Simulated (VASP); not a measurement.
# CaI (P-6m2) in VASP: further runs

CaI is run at these levels: PBE; tasks: single point.

Everything below comes from runs of VASP 6.6.1. Logs are shortened: lines on timing, memory, paths and dates and some standing lists are left out, and cuts for length are marked.

## 1. The cell of the first run

Symmetry: P-6m2, No. 187, hexagonal system. The conventional cell has a = 4.110 Å, b = 4.110 Å, c = 4.535 Å, α = 90.00°, β = 90.00°, γ = 120.00°. Ca (site symmetry -6m2) has 6 I at 3.28 Å and 6 Ca at 4.11 Å within 4.3 Å. I (site symmetry -6m2) has 6 Ca at 3.28 Å and 6 I at 4.11 Å within 4.3 Å.

## 2. Single point, PBE

The input, INCAR:

```
SYSTEM = CaI
ALGO = Normal
EDIFF = 1E-7
ENCUT = 520
GGA = PE
ISIF = 2
ISMEAR = -1
LASPH = .TRUE.
LCHARG = .FALSE.
LREAL = .FALSE.
LWAVE = .FALSE.
NBANDS = 16
NELM = 100
PREC = Accurate
SIGMA = 0.05
```

The input, KPOINTS:

```
k-points
0
G
  8 8 6
  0 0 0
```

The input, POSCAR:

```
CaI
1.0
    4.1096267857      0.0000000000      0.0000000000
   -2.0548133929      3.5590417268      0.0000000000
    0.0000000000      0.0000000000      4.5351843764
Ca I
1 1
Direct
    0.0000000000      0.0000000000      0.5000000000
    0.6666666667      0.3333333333      0.0000000000
```

Potentials or basis: VASP PAW PBE potentials, release 64 (Ca_sv, I).

Started as:

```console
$ cat potpaw_PBE.64/Ca_sv/POTCAR potpaw_PBE.64/I/POTCAR > POTCAR
$ mpirun -np 1 vasp_std > vasp.out
```

OUTCAR:

```text
SYSTEM = CaI
   EDIFF = 1E-7
   ENCUT = 520
   GGA = PE
   ISIF = 2
   ISMEAR = -1
   LASPH = .TRUE.
   LREAL = .FALSE.
   NELM = 100
   PREC = Accurate

 ion  position               nearest neighbor table
   1  0.000  0.000  0.500-   2 3.28   2 3.28   2 3.28   2 3.28   2 3.28   2 3.28
   2  0.667  0.333  0.000-   1 3.28   1 3.28   1 3.28   1 3.28   1 3.28   1 3.28

  LATTYP: Found a hexagonal cell.
 ALAT       =     4.1096267857
 C/A-ratio  =     1.1035513960

  Lattice vectors:

 A1 = (   4.1096267857,   0.0000000000,   0.0000000000)
 A2 = (  -2.0548133929,   3.5590417268,   0.0000000000)
 A3 = (   0.0000000000,   0.0000000000,   4.5351843764)

Analysis of symmetry for initial positions (statically):
=====================================================================
 Subroutine PRICEL returns:
 Original cell was already a primitive cell.

 Routine SETGRP: Setting up the symmetry group for a
 hexagonal supercell.

 Subroutine GETGRP returns: Found 12 space group operations
 (whereof 12 operations were pure point group operations)
 out of a pool of 24 trial point group operations.

The static configuration has the point symmetry D_3h.

Analysis of symmetry for dynamics (positions and initial velocities):
=====================================================================
 Subroutine PRICEL returns:
 Original cell was already a primitive cell.

 Routine SETGRP: Setting up the symmetry group for a
 hexagonal supercell.

 Subroutine GETGRP returns: Found 12 space group operations
 (whereof 12 operations were pure point group operations)
 out of a pool of 24 trial point group operations.

The dynamic configuration has the point symmetry D_3h.

 Subroutine INISYM returns: Found 12 space group operations
 (whereof 12 operations are pure point group operations),
 and found     1 'primitive' translations

----------------------------------------------------------------------------------------

                                     Primitive cell

  volume of cell :      66.3331

  direct lattice vectors                    reciprocal lattice vectors
     4.109626786  0.000000000  0.000000000     0.243331098  0.140487254  0.000000000
    -2.054813393  3.559041727  0.000000000     0.000000000  0.280974509  0.000000000
     0.000000000  0.000000000  4.535184376     0.000000000  0.000000000  0.220498202

  length of vectors
     4.109626786  4.109627245  4.535184376     0.280974540  0.280974509  0.220498202

  position of ions in fractional coordinates (direct lattice)
     0.000000000  0.000000000  0.500000000
     0.666666667  0.333333333  0.000000000

  ion indices of the primitive-cell ions
   primitive index   ion index
                 1           1
                 2           2

----------------------------------------------------------------------------------------

 KPOINTS: k-points

Automatic generation of k-mesh.
 Grid dimensions read from file:
 generate k-points for:    8    8    6

 Generating k-lattice:

  Cartesian coordinates                     Fractional coordinates (reciprocal lattice)
     0.030416387  0.017560907  0.000000000     0.125000000  0.000000000  0.000000000
     0.000000000  0.035121814  0.000000000     0.000000000  0.125000000  0.000000000
     0.000000000  0.000000000  0.036749700     0.000000000  0.000000000  0.166666667

  Length of vectors
     0.035121817  0.035121814  0.036749700

  Shift w.r.t. Gamma in fractional coordinates (k-lattice)
     0.000000000  0.000000000  0.000000000

 Subroutine IBZKPT returns following result:
 ===========================================

 Found     40 irreducible k-points:

 Following reciprocal coordinates:
            Coordinates               Weight
  0.000000  0.000000  0.000000      1.000000
  0.125000 -0.000000  0.000000      6.000000
  0.250000 -0.000000  0.000000      6.000000
  0.375000 -0.000000  0.000000      6.000000
  0.500000 -0.000000  0.000000      3.000000
  0.125000  0.125000  0.000000      6.000000
[... 16 lines left out ...]
  0.250000 -0.000000  0.333333     12.000000
  0.375000 -0.000000  0.333333     12.000000
 [... further k-points ...]
   k-points           NKPTS =     40   k-points in BZ     NKDIM =     40   number of bands    NBANDS=     16
   number of dos      NEDOS =    301   number of ions     NIONS =      2
   total plane-waves  NPLWV =  36864
   dimension x,y,z NGX =    32 NGY =   32 NGZ =   36
   dimension x,y,z NGXF=    64 NGYF=   64 NGZF=   72
   ions per type =               1   1
   NGX,Y,Z   is equivalent  to a cutoff of  12.94, 12.94, 13.20 a.u.
   NGXF,Y,Z  is equivalent  to a cutoff of  25.89, 25.89, 26.39 a.u.
 SYSTEM =  CaI
   PREC   = accura    normal or accurate (medium, high low for compatibility)
   ISTART =      0    job   : 0-new  1-cont  2-samecut
   ICHARG =      2    charge: 1-file 2-atom 10-const
   ISPIN  =      1    spin polarized calculation?
   LNONCOLLINEAR =      F non collinear calculations
   LSORBIT =      F    spin-orbit coupling
   LASPH  =      T    aspherical Exc in radial PAW
   ENCUT  =  520.0 eV  38.22 Ry    6.18 a.u.   7.64  7.64  8.43*2*pi/ulx,y,z
   NELM   =    100;   NELMIN=  2; NELMDL= -5     # of ELM steps
   EDIFF  = 0.1E-06   stopping-criterion for ELM
   LREAL  =      F    real-space projection
   EDIFFG = 0.1E-05   stopping-criterion for IOM
   NSW    =      0    number of steps for IOM
   IBRION =     -1    ionic relax: 0-MD 1-quasi-New 2-CG
   NFREE  =      0    steps in history (QN), initial steepest desc. (CG)
   ISIF   =      2    stress and relaxation
   ISYM   =      2    0-nonsym 1-usesym 2-fastsym
   POTIM  = 0.5000    time-step for ionic-motion
   TEBEG  =    0.0;   TEEND  =   0.0 temperature during run
   PSTRESS=    0.0 pullay stress
   NELECT =      17.0000    total number of electrons
   NUPDOWN=      -1.0000    fix difference up-down
   EMIN   =  10.00;   EMAX   =-10.00  energy-range for DOS
   EFERMI =   0.00;   METHOD = LEGACY
   ISMEAR =    -1;   SIGMA  =   0.05  broadening in eV -4-tet -1-fermi 0-gaus
   EFERMI_NEDOS =   21; number of points for ismear=-14 and -15
   IALGO  =     38    algorithm
   IMIX   =      4    mixing-type and parameters
     AMIX     =   0.40;   BMIX     =  1.00
     AMIX_MAG =   1.60;   BMIX_MAG =  1.00
  volume/ion in A,a.u.               =      33.17       223.82
  Fermi-wavevector in a.u.,A,eV,Ry     =   1.039875  1.965078 14.712515  1.081339
  Thomas-Fermi vector in A             =   2.174425
   LORBIT       =      0    0 simple, 1 ext, 2 COOP (PROOUT), +10 PAW based schemes
   GGA     = PE    functional components
   LHFCALC =     F    Hartree Fock is set to
   AEXX    =    0.0000 exact exchange contribution
   IVDW    =     0    specifies the selected vdW correction
   LEPSILON=     F    determine dielectric tensor
   LRPA    =     F    only Hartree local field effects (RPA)
 non-spin polarized calculation
  energy-cutoff  :      520.00
  volume of cell :       66.33
 maximum number of plane-waves:      1847
 NGX is ok and might be reduce to    32
   NGX = 15   NGY = 15   NGZ = 17

 number of electron      16.9999999 magnetization

 Free energy of the ion-electron system (eV)
  ---------------------------------------------------
  ext. energy  EPLUGINS =         0.00000000
  ---------------------------------------------------
  free energy    TOTEN  =        -5.40419852 eV

  energy without entropy =       -5.38494536  energy(sigma->0) =       -5.39457194

 E-fermi :   5.7910     XC(G=0):  -8.8049

 val. band max:        5.7347526943   @ k =   0.3750  -0.0000   0.1667
 cond. band min:       5.8169580946   @ k =   0.2500   0.1250   0.3333
 fundamental gap:      0.0822054003
 Fermi energy:         5.7909510919

 k-point     1 :       0.0000    0.0000    0.0000
  band No.  band energies     occupation
      1     -36.5486      2.00000
      2     -17.6185      2.00000
      3     -17.5217      2.00000
      4     -17.5217      2.00000
      5      -9.4112      2.00000
      6       0.9632      2.00000
[... 8 lines left out ...]
     15      10.8268      0.00000
     16      11.2382      0.00000

 k-point     2 :       0.1250   -0.0000    0.0000
  band No.  band energies     occupation
      1     -36.5478      2.00000
      2     -17.6166      2.00000
      3     -17.5333      2.00000
      4     -17.5242      2.00000
      5      -9.3397      2.00000
      6       0.9827      2.00000
[... 8 lines left out ...]
     15      10.5277      0.00000
     16      11.6386      0.00000

 k-point     3 :       0.2500   -0.0000    0.0000
  band No.  band energies     occupation
      1     -36.5460      2.00000
      2     -17.6120      2.00000
      3     -17.5613      2.00000
      4     -17.5305      2.00000
      5      -9.1583      2.00000
      6       0.4592      2.00000
[... 8 lines left out ...]
     15      10.6996      0.00000
     16      11.6274      0.00000

 k-point     4 :       0.3750   -0.0000    0.0000
  band No.  band energies     occupation
      1     -36.5443      2.00000
      2     -17.6074      2.00000
      3     -17.5890      2.00000
      4     -17.5367      2.00000
      5      -8.9620      2.00000
      6      -0.3799      2.00000
[... 8 lines left out ...]
     15      10.4304      0.00000
     16      11.3624      0.00000

 k-point     5 :       0.5000   -0.0000    0.0000
  band No.  band energies     occupation
      1     -36.5435      2.00000
      2     -17.6055      2.00000
      3     -17.6003      2.00000
      4     -17.5392      2.00000
      5      -8.8754      2.00000
      6      -0.6926      2.00000
[... 8 lines left out ...]
     15       9.6646      0.00000
     16      11.3900      0.00000

 k-point     6 :       0.1250    0.1250    0.0000
  band No.  band energies     occupation
      1     -36.5466      2.00000
      2     -17.6133      2.00000
      3     -17.5519      2.00000
      4     -17.5299      2.00000
      5      -9.2130      2.00000
      6       0.7947      2.00000
[... 8 lines left out ...]
     15      10.5509      0.00000
     16      11.7963      0.00000

 k-point     7 :       0.2500    0.1250    0.0000
  band No.  band energies     occupation
      1     -36.5448      2.00000
      2     -17.6087      2.00000
      3     -17.5768      2.00000
      4     -17.5389      2.00000
      5      -9.0221      2.00000
      6      -0.0152      2.00000
[... 8 lines left out ...]
     15      10.7945      0.00000
     16      11.2925      0.00000

 k-point     8 :       0.3750    0.1250    0.0000
  band No.  band energies     occupation
      1     -36.5435      2.00000
      2     -17.6055      2.00000
      3     -17.5942      2.00000
      4     -17.5454      2.00000
      5      -8.8772      2.00000
      6      -0.5194      2.00000
[... 8 lines left out ...]
     15      10.1733      0.00000
     16      11.2173      0.00000

 k-point     9 :       0.2500    0.2500    0.0000
  band No.  band energies     occupation
      1     -36.5435      2.00000
      2     -17.6055      2.00000
      3     -17.5858      2.00000
      4     -17.5539      2.00000
      5      -8.8790      2.00000
      6      -0.2644      2.00000
[... 8 lines left out ...]
     15      10.8983      0.00000
     16      10.9831      0.00000
[... 172 lines left out ...]
 k-point    19 :       0.2500    0.2500    0.1667
  band No.  band energies     occupation
      1     -36.5434      2.00000
      2     -17.6112      2.00000
      3     -17.5837      2.00000
      4     -17.5529      2.00000
      5      -8.8640      2.00000
      6      -0.1786      2.00000
[... 8 lines left out ...]
     15       9.8517      0.00000
     16      11.3223      0.00000

 k-point    20 :       0.3750    0.2500    0.1667
  band No.  band energies     occupation
      1     -36.5428      2.00000
      2     -17.6095      2.00000
      3     -17.5848      2.00000
      4     -17.5616      2.00000
      5      -8.8075      2.00000
      6      -0.2055      2.00000
[... 8 lines left out ...]
     15      10.4141      0.00000
     16      11.2614      0.00000

 k-point    21 :       0.0000    0.0000    0.3333
  band No.  band energies     occupation
      1     -36.5480      2.00000
      2     -17.6449      2.00000
      3     -17.5201      2.00000
      4     -17.5201      2.00000
      5      -9.2339      2.00000
      6      -0.5246      2.00000
[... 8 lines left out ...]
     15      10.5279      0.00000
     16      12.2877      0.00000

 k-point    22 :       0.1250   -0.0000    0.3333
  band No.  band energies     occupation
      1     -36.5472      2.00000
      2     -17.6416      2.00000
      3     -17.5310      2.00000
      4     -17.5226      2.00000
      5      -9.1801      2.00000
      6      -0.4150      2.00000
[... 8 lines left out ...]
     15      10.4584      0.00000
     16      11.6904      0.00000

 k-point    23 :       0.2500   -0.0000    0.3333
  band No.  band energies     occupation
      1     -36.5455      2.00000
      2     -17.6337      2.00000
      3     -17.5570      2.00000
      4     -17.5286      2.00000
      5      -9.0437      2.00000
      6      -0.1416      2.00000
[... 8 lines left out ...]
     15      10.2938      0.00000
     16      11.7944      0.00000

 k-point    24 :       0.3750   -0.0000    0.3333
  band No.  band energies     occupation
      1     -36.5437      2.00000
      2     -17.6258      2.00000
      3     -17.5829      2.00000
      4     -17.5346      2.00000
      5      -8.8965      2.00000
      6      -0.1279      2.00000
[... 8 lines left out ...]
     15      10.0823      0.00000
     16      11.1740      0.00000

 [... further k-points ...]

------------------------ aborting loop because EDIFF is reached ----------------------------------------

  FORCE on cell =-STRESS in cart. coord.  units (eV):
  Direction    XX          YY          ZZ          XY          YZ          ZX
  --------------------------------------------------------------------------------------
  -------------------------------------------------------------------------------------
  Total        0.1856288      0.1856288      0.3856198     -0.0000000      0.0000000      0.0000000
  in kB        4.4835857      4.4835871      9.3140701     -0.0000000      0.0000000      0.0000000
  external PRESSURE =       6.0937477 kB  Pullay stress =       0.0000000 kB

 VOLUME and BASIS-vectors are now :
 -----------------------------------------------------------------------------
  energy-cutoff  :      520.00
  volume of cell :       66.33
      direct lattice vectors                 reciprocal lattice vectors
     4.109626786  0.000000000  0.000000000     0.243331098  0.140487254  0.000000000
    -2.054813393  3.559041727  0.000000000     0.000000000  0.280974509  0.000000000
     0.000000000  0.000000000  4.535184376     0.000000000  0.000000000  0.220498202

 POSITION                                       TOTAL-FORCE (eV/Angst)
 -----------------------------------------------------------------------------------
      0.00000      0.00000      2.26759         0.000000      0.000000      0.000000
      2.05481      1.18635      0.00000        -0.000000     -0.000000      0.000000
 -----------------------------------------------------------------------------------
    total drift:                               -0.000000     -0.000003      0.000000

  FREE ENERGIE OF THE ION-ELECTRON SYSTEM (eV)
  ---------------------------------------------------
  free  energy   TOTEN  =        -5.4041985218 eV

  energy  without entropy=       -5.3849453646  energy(sigma->0) =       -5.39457194
```

It took 47 s on 1 thread of Intel Xeon 8259CL, shared host; peak memory 0.21 GiB.

Results:

```
Free energy            : -5.4042 eV
Pressure               : 0.6 GPa
Band gap on the k mesh : zero (an odd number of electrons rules out a gap without spin polarisation)
```

Stress tensor (GPa, compression positive):
```
0.45 0.00 0.00
0.00 0.45 0.00
0.00 0.00 0.93
```

Levels at points of the mesh, in eV from the Fermi level:
| k point | band 5 | band 6 | band 7 | band 8 | band 9 | band 10 | band 11 | band 12 | band 13 | band 14 |
| --- | --- | --- | --- | --- | --- | --- | --- | --- | --- | --- |
| (0.00, 0.00, 0.00) | -15.20 | -4.83 | -3.64 | -3.64 | -1.42 | 0.68 | 2.31 | 2.31 | 2.51 | 2.51 |
| (0.50, 0.00, 0.00) | -14.67 | -6.48 | -4.67 | -4.15 | -0.16 | 1.20 | 2.04 | 2.22 | 3.01 | 3.35 |
| (0.00, 0.00, 0.50) | -14.96 | -6.66 | -3.52 | -3.52 | 1.48 | 1.51 | 1.51 | 2.25 | 2.25 | 2.36 |
| (0.50, 0.00, 0.50) | -14.61 | -6.05 | -5.66 | -4.30 | -0.54 | 1.72 | 2.38 | 3.28 | 3.55 | 3.69 |

Caveat: spin-orbit coupling is left out, which moves the levels of the heavy elements; an odd number of electrons without spin polarisation forces a metal; a magnetic or distorted state may lie lower.

(Continued in part 2 of 2.)

The gap in the log of VASP goes by the Fermi energy; the results here count the filled bands.